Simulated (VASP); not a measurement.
Here is a VASP 6.6.1 calculation.

File INCAR:

```
SYSTEM = CoPtO2
ALGO = Normal
EDIFF = 1E-6
ENCUT = 520
GGA = PE
ISIF = 2
ISMEAR = 0
LASPH = .True.
LCHARG = .False.
LREAL = .False.
LWAVE = .False.
NBANDS = 24
NELM = 80
PREC = Accurate
SIGMA = 0.05
```

Contents of KPOINTS:

```
k-points
0
Gamma
  14 14 14
  0 0 0
```

POSCAR

```
CoPtO2
1.0
    1.4100000000      0.8140638796      5.9360000000
   -1.4100000000      0.8140638796      5.9360000000
    0.0000000000     -1.6281277591      5.9360000000
Co Pt O
1 1 2
Direct
    0.5000000000      0.5000000000      0.5000000000
    0.0000000000      0.0000000000      0.0000000000
    0.8879154272      0.8879154272      0.8879154272
    0.1120845728      0.1120845728      0.1120845728
```

Potentials or basis: VASP PAW PBE potentials, release 64 (Co, Pt, O).

Command:

```console
$ cat potpaw_PBE.64/Co/POTCAR potpaw_PBE.64/Pt/POTCAR potpaw_PBE.64/O/POTCAR > POTCAR
$ mpirun -np 1 vasp_std > vasp.out
```

Q: What does it give for the pressure?

A: 7.4 GPa.

Q: Predict the largest force.

A: 0.014 eV/Å.

Forces in eV/Å, atoms in the order of the input:
```
Co   0.000  0.000  0.000
Pt   0.000  0.000  0.000
O    0.000  0.000  0.014
O    0.000  0.000 -0.014
```

Caveat: spin-orbit coupling is left out, which moves the levels of the heavy elements; an odd number of electrons without spin polarisation forces a metal; a magnetic or distorted state may lie lower; the run has no spin polarisation, though such a crystal can be magnetic; semilocal functionals often make such compounds metallic where correlation or magnetic order opens a gap, which also shifts bond lengths. Spin polarisation is off, so any magnetic state and its effect on volume and gap are missing.
